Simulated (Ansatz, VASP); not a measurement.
# One calculation of CdTe, two programs

```
CELL_PARAMETERS angstrom
0.00000 3.24718 3.24718
3.24718 0.00000 3.24718
3.24718 3.24718 0.00000
ATOMIC_POSITIONS crystal
Te 0.75000 0.75000 0.75000
Cd 0.00000 0.00000 0.00000
```

Change from the starting cell: volume scaled by 1.04.

Alike in both runs: task single point; functional pbesol exchange, pbe correlation; k mesh 7 × 7 × 7; occupations tetrahedron; no spin polarisation.

|  | VASP | Ansatz |
| --- | --- | --- |
| version | VASP 6.6.1 | Ansatz 0.2.0 |
| potentials or method | VASP PAW PBE potentials, release 64 (Te, Cd), cutoff 500 eV | all-electron LAPW, scalar-relativistic |

```tsv
	VASP	Ansatz	Ansatz less VASP
gap on the k mesh at the Fermi level (eV)	0.69	0.69	0.000
least direct gap on the mesh (eV)	0.69	0.69	0.000
pressure (GPa)	-0.3	-0.4	-0.15
```

VASP's potentials were made for PBE, not for pbesol exchange, pbe correlation. Ansatz ran all-electron here, and VASP with PAW potentials.

Neither program's run includes spin-orbit coupling.
